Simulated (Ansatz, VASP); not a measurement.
## One calculation of CrCuO2, two programs

Contents of INCAR:

```
PREC = Accurate
ENCUT = 600
EDIFF = 1E-6
ISMEAR = 0
SIGMA = 0.05
LREAL = False
LASPH = True
NELM = 200
ALGO = Normal
ISIF = 2
LWAVE = False
LCHARG = False
ISPIN = 2
MAGMOM = 4 -1 0 0
LORBIT = 11
LMAXMIX = 4
GGA = PE
NBANDS = 30
GGA_COMPAT = False
```

Contents of KPOINTS:

```
Automatic mesh
0
Gamma
  7 7 7
```

The input POSCAR:

```
CrCuO2
1.0
    1.4867005100      0.8583469400      5.7000019100
   -1.4867005100      0.8583469400      5.7000019100
    0.0000000000     -1.7166938800      5.7000019100
Cr Cu O
1 1 2
Direct
    0.5000000000      0.5000000000      0.5000000000
    0.0000000000      0.0000000000      0.0000000000
    0.1079200000      0.1079200000      0.1079200000
    0.8920800000      0.8920800000      0.8920800000
```

Input for Ansatz:

```yaml
crystal:
  lattice:
    - [1.48670051, 0.85834694, 5.70000191]
    - [-1.48670051, 0.85834694, 5.70000191]
    - [0.0, -1.71669388, 5.70000191]
  atoms:
    - { symbol: Cr, position: [0.5, 0.5, 0.5], spin: 4.0 }
    - { symbol: Cu, position: [0.0, 0.0, 0.0], spin: -1.0 }
    - { symbol: O, position: [0.10792, 0.10792, 0.10792] }
    - { symbol: O, position: [0.89208, 0.89208, 0.89208] }
basis:
  ecutwfc: 420
  ecutrho_ratio: 4
kpoints:
  mp_grid: { grid: [7, 7, 7] }
hamiltonian:
  xc: pbe
scf:
  occupations: { method: gaussian, width: 0.05 }
  lower_state_search: "off"
  max_iter: 150
output:
  forces: true
  stress: true
  eigenvalues: true
  populations: true
  hubbard: { sites: [{ site: 0, l: d }, { site: 1, l: d }] }
magnetization:
  spin_polarized: true
```

Alike in both runs: task single point; functional PBE; k mesh 7 × 7 × 7; occupations gaussian, width 0.05 eV; collinear spin.

|  | VASP | Ansatz |
| --- | --- | --- |
| version | VASP 6.6.1 | Ansatz 0.2.0 |
| potentials or method | VASP PAW PBE potentials, release 64 (Cr_pv, Cu, O), cutoff 600 eV | scalar-relativistic, plane waves, PAW |
| valence electrons in the cell | 35 | 45 |

Ansatz gave:

| Quantity | Value |
| --- | --- |
| gap on the k mesh at the Fermi level (eV) | 1.17 |
| least direct gap on the mesh (eV) | 1.29 |
| pressure (GPa) | 4.1 |
| traceless stress, the component that is largest in VASP (GPa) | -0.38 |
| rms of the force components (eV/Å) | 0.010 |
| net moment per atom (μB) | 0.75 |
| size of the moment on the site where the two differ most (μB) | 2.40 |

Problem. Which values does VASP return?

Solution. gap on the k mesh at the Fermi level (eV): 1.16; least direct gap on the mesh (eV): 1.29; pressure (GPa): 4.7; traceless stress, the component that is largest in VASP (GPa): 0.21; rms of the force components (eV/Å): 0.019; net moment per atom (μB): 0.75; size of the moment on the site where the two differ most (μB): 2.83.

Site moments also hang on the region over which each program counts them. Atom by atom the forces differ by 0.008 eV/Å (rms over components). VASP's potentials hold 35 valence electrons a cell and Ansatz's 45, so a difference there can come from the potentials and not from the codes.
